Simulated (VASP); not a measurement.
Write the native input for VASP 6.6.1 that does the following.

- Task: single point
- Functional: PBE
- Potentials or basis: VASP PAW PBE potentials, release 64 (Ca_sv, Se)
- Cutoff: 520 eV
- k mesh: 8 × 8 × 8
- Occupations: gaussian, width 0.1 eV
- Spin: no spin polarisation
- Dipole correction: no
- Further INCAR settings: ALGO = Normal; EDIFF = 1e-07; NBANDS = 35

The structure of Ca2Se lies in POSCAR:

```
Ca2Se
1.0
    0.0000000000      4.6021399093      4.6021399093
    4.6021399093      0.0000000000      4.6021399093
    4.6021399093      4.6021399093      0.0000000000
Ca Se
4 2
Direct
    0.6250000000      0.6250000000      0.6250000000
    0.1250000000      0.6250000000      0.6250000000
    0.6250000000      0.6250000000      0.1250000000
    0.6250000000      0.1250000000      0.6250000000
    0.0000000000      0.0000000000      0.0000000000
    0.2500000000      0.2500000000      0.2500000000
```

One way to write it, as run:

INCAR

```
SYSTEM = Ca2Se
ALGO     = Normal         ! electronic algorithm
EDIFF    = 1E-7           ! SCF threshold, eV
ENCUT    = 520            ! plane-wave cutoff, eV
GGA      = PE             ! functional
ISIF     = 2              ! what is computed and relaxed
ISMEAR   = 0              ! smearing method
LASPH    = .TRUE.         ! aspherical terms in the spheres
LCHARG   = .FALSE.        ! write CHGCAR
LREAL    = .FALSE.        ! projectors in reciprocal space
LWAVE    = .FALSE.        ! write WAVECAR
NBANDS   = 35             ! bands
NELM     = 100            ! most SCF steps
PREC     = Accurate       ! precision mode
SIGMA    = 0.1            ! smearing width, eV
```

KPOINTS

```
k-points
0
G
  8 8 8
  0 0 0
```

Potentials or basis: VASP PAW PBE potentials, release 64 (Ca_sv, Se).

The run is started by

```console
$ cat potpaw_PBE.64/Ca_sv/POTCAR potpaw_PBE.64/Se/POTCAR > POTCAR
$ mpirun -np 1 vasp_std > vasp.out
```

It gave:

The pressure is 0.0 GPa and the band gap on the k mesh is zero (band 26 reaches 2.95 eV, above the bottom of band 27 at 2.72 eV).

Wall time 6.1 min on 1 thread of AMD EPYC 7R43 64-Core Processor (Zen 3), on a shared host, peak memory 0.35 GiB.
